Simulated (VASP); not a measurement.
Crystal: WS2.

```
W S
1.0
     1.80068    1.03962    6.43379
    -1.80068    1.03962    6.43379
     0.00000   -2.07924    6.43379
W S
1 2
Direct
  0.00000 0.00000 0.00000
  0.42442 0.42442 0.42442
  0.24224 0.24224 0.24224
```

- Program: VASP 6.6.1
- Task: relaxation of cell and atoms
- Functional: PBEsol
- Potentials or basis: VASP PAW PBE potentials, release 64 (W_sv, S)
- Cutoff: 600 eV
- k mesh: 8 × 8 × 8
- Occupations: fermi-dirac, width 0.03 eV
- Spin: no spin polarisation

At the start: pressure -29.2 GPa; volume 24.09 Å³/atom.

Task: How do energy, volume and symmetry change on relaxing?

Result: Over 25 steps the energy falls by 995.1 meV/atom and the volume is 18.24 Å³/atom (-24.3 %); space group R3m (No. 160, to 0.05 Å).

Step by step:
| step | energy change (eV) | largest force (eV/Å) | pressure (GPa) | volume (Å³) |
| --- | --- | --- | --- | --- |
| 1 | 0.0000 | 3.7577 | -29.23 | 72.27 |
| 2 | 5.0770 | 16.8244 | 181.60 | 35.35 |
| 3 | -2.8292 | 0.4108 | -7.30 | 53.66 |
| 4 | -2.8675 | 0.0286 | -3.83 | 52.61 |
| 5 | -2.8776 | 0.4071 | -0.65 | 51.74 |
| 6 | -2.9548 | 0.2055 | 0.97 | 50.60 |
| 7 | -2.9549 | 0.1801 | 0.88 | 50.65 |
| 8 | -2.9599 | 0.2970 | -0.45 | 51.23 |
| 9 | -2.9612 | 0.3983 | -1.47 | 51.70 |
| 10 | -2.9630 | 0.3750 | -1.35 | 51.77 |
| 11 | -2.9679 | 0.3086 | -1.11 | 51.99 |
| 12 | -2.9754 | 0.1721 | -0.54 | 52.43 |
| 13 | -2.9814 | 0.1616 | 0.76 | 53.30 |
| 14 | -2.9838 | 0.0478 | 0.09 | 53.84 |
| 15 | -2.9846 | 0.0544 | -0.49 | 54.33 |
| 16 | -2.9852 | 0.0302 | -0.15 | 54.41 |
| 17 | -2.9853 | 0.0189 | 0.02 | 54.44 |
| 18 | -2.9853 | 0.0144 | 0.08 | 54.46 |
| 19 | -2.9853 | 0.0159 | 0.07 | 54.46 |
| 20 | -2.9853 | 0.0096 | 0.07 | 54.50 |
| 21 | -2.9853 | 0.0362 | 0.05 | 54.57 |
| 22 | -2.9853 | 0.0343 | 0.02 | 54.60 |
| 23 | -2.9853 | 0.0286 | -0.07 | 54.71 |
| 24 | -2.9853 | 0.0107 | -0.02 | 54.71 |
| 25 | -2.9853 | 0.0054 | 0.02 | 54.71 |

Final structure:
```
W S
1.0
     1.57430    0.90892    6.37191
    -1.57430    0.90892    6.37191
     0.00000   -1.81784    6.37191
W S
1 2
Direct
  0.99999 0.99999 0.99999
  0.41532 0.41532 0.41532
  0.25136 0.25136 0.25136
```

Caveat: the volume moved by over 15 % at a fixed basis, so the end points are rough; the PAW data sets were made with another functional, which shifts forces and pressure a little.
